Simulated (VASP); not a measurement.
Runs of VASP 6.6.1 on SnSe. The structure is that of space group Fm-3m (No. 225), or close to it. The cells are those of the table. 

```csv
task,cell,gap on the mesh (eV),pressure (GPa)
electric field gradients,"a = 4.236, b = 4.236, c = 4.257 Å, angles 59.8, 59.8, 60.3°, 2 atoms",0.68,(a)
single point,"a = 4.278, b = 4.278, c = 4.257 Å, angles 60.2, 60.2, 59.7°, 2 atoms",0.70,-2.3
electric field gradients,"a = 4.300, b = 4.300, c = 4.342 Å, angles 59.7, 59.7, 60.7°, 2 atoms",0.74,-3.6
electric field gradients,"a = 4.278, b = 4.278, c = 4.257 Å, angles 60.2, 60.2, 59.7°, 2 atoms",0.70,-2.3
electric field gradients,"a = 4.236, b = 4.236, c = 4.214 Å, angles 60.2, 60.2, 59.7°, 2 atoms",0.64,-0.9
single point,"a = 4.300, b = 4.300, c = 4.342 Å, angles 59.7, 59.7, 60.7°, 2 atoms",0.74,-3.6
```

Alike in all rows: level PBEsol; potentials or basis VASP PAW PBE potentials, release 64 (Sn_d, Se); no spin polarisation; k mesh 7 × 7 × 7; cutoff (eV) 520; smearing fermi-dirac 0.01 eV.

Problem. Fill in the values left out.

Solution. (a) -1.4.

Caveats: the PAW data sets were made with another functional, which shifts forces and pressure a little; spin-orbit coupling is left out, which moves the levels of the heavy elements; an odd mesh through Γ misses points on the zone boundary, where band edges can lie; the cell stands under tension (at least some runs).

A k mesh can miss the band edges, and the runs leave out spin-orbit coupling on Se, Sn.
